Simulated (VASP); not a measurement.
## Y: single point with PBEsol

The system is Y.

```
Y
1.0
     3.94362    0.00000    0.00000
    -1.97181    3.41527    0.00000
     0.00000    0.00000    5.97730
Y
2
Direct
  0.33333 0.66667 0.25000
  0.66667 0.33333 0.75000
```

This cell differs from its parent crystal: strain +0.080 along x and y, +0.040 along z.

```
Program             : VASP 6.6.1
Task                : single point
Functional          : PBEsol
Potentials or basis : VASP PAW PBE potentials, release 64 (Y_sv)
Cutoff              : 520 eV
k mesh              : 15 × 15 × 8
Occupations         : gaussian, width 0.15 eV
Spin                : no spin polarisation
```

```
Pressure               : -7.2 GPa
Band gap on the k mesh : zero (bands 11 and 12 overlap by 1.41 eV)
```

Stress tensor (GPa, compression positive):
```
-7.54  0.00  0.00
 0.00 -7.54  0.00
 0.00  0.00 -6.53
```

Levels at points of the mesh, in eV from the Fermi level:
```tsv
k point	band 8	band 9	band 10	band 11	band 12	band 13	band 14	band 15
(0.00, 0.00, 0.00)	-22.93	-4.33	-1.52	0.62	1.50	1.50	1.95	2.00
(0.00, 0.00, 0.50)	-23.00	-3.05	-3.05	0.97	0.97	1.38	1.38	1.38
```

It took 4.2 min on 1 thread of Intel(R) Xeon(R) Platinum 8559C (Emerald Rapids) (shared host), peak memory 0.35 GiB.

Caveat: the cell differs from its parent crystal (strain +0.080 along x and y, +0.040 along z); the cell stands under tension; the PAW data sets were made with another functional, which shifts forces and pressure a little.
